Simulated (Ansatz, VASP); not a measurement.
Two plane-wave programs on Te

INCAR

```
SYSTEM = Te
  ALGO = Normal
  EDIFF = 1E-8
  ENCUT = 520
  GGA = PE
  ISIF = 2
  ISMEAR = -1
  LASPH = .True.
  LCHARG = .False.
  LEFG = .True.
  LREAL = .False.
  LWAVE = .False.
  NBANDS = 16
  NELM = 60
  PREC = Accurate
  SIGMA = 0.05
```

KPOINTS

```
k-points
0
Gamma
  9 9 6
  0 0 0
```

Contents of POSCAR:

```
Te
1.0
    4.6013525159      0.0000000000      0.0000000000
   -2.3006762580      3.9848881706      0.0000000000
    0.0000000000      0.0000000000      5.9000620010
Te
3
Direct
    0.2566971700      0.0000000000      0.3333333333
    0.0000000000      0.2566971700      0.6666666667
    0.7433028300      0.7433028300      0.0000000000
```

Input for Ansatz:

```yaml
crystal:
  lattice:
    - [4.6013525159, 0.0, 0.0]
    - [-2.300676258, 3.9848881706, 0.0]
    - [0.0, 0.0, 5.900062001]
  atoms:
    - { symbol: Te, position: [0.25669717, 0.0, 0.3333333333] }
    - { symbol: Te, position: [0.0, 0.25669717, 0.6666666667] }
    - { symbol: Te, position: [0.74330283, 0.74330283, 0.0] }
kpoints:
  mp_grid: { grid: [9, 9, 6] }
  band_path:
    path:
      - [0.0, 0.0, 0.0]
      - [0.5, 0.0, 0.0]
      - [0.3333333333, 0.3333333333, 0.0]
      - [0.0, 0.0, 0.0]
      - [0.0, 0.0, 0.5]
      - [0.5, 0.0, 0.5]
      - [0.3333333333, 0.3333333333, 0.5]
      - [0.0, 0.0, 0.5]
      - [0.5, 0.0, 0.5]
    npoints: 8
scf:
  occupations: { method: fermi_dirac, width: 0.05 }
hamiltonian:
  xc: pbe
  pseudopotentials: { kind: paw }
output:
  forces: true
  stress: true
  eigenvalues: true
  efg: { contact_densities: true }
  populations: true
  bader: true
  dos: { projected: true, de: 0.2, e_range: [-14, 8] }
  write_density: true
  write_potential: true
  elf: true
  volumetric_format: npy
```

Alike in both runs: task electric field gradients; functional PBE; k mesh 9 × 9 × 6; occupations fermi-dirac, width 0.05 eV; no spin polarisation.

```csv
,VASP,Ansatz
version,VASP 6.6.1,Ansatz 0.2.0
potentials or method,"VASP PAW PBE potentials, release 64 (Te)","PAW with Ansatz's default frozen-core files, scalar-relativistic"
plane-wave cutoff (eV),520,420
valence electrons in the cell,18,48
```

```csv
,VASP,Ansatz,Ansatz less VASP
pressure (GPa),0.6,0.5,-0.02
"traceless stress, the component that is largest in VASP (GPa)",0.32,0.31,-0.015
rms of the force components (eV/Å),0.126,0.118,-0.0076
size of Vzz on the site where it differs most (V/Å²),589.6,617.9,+28.27
```

Atom by atom the forces differ by 0.008 eV/Å (rms over components). VASP's potentials hold 18 valence electrons a cell and Ansatz's 48, so a difference there can come from the potentials and not from the codes.

Spin-orbit coupling is off throughout.
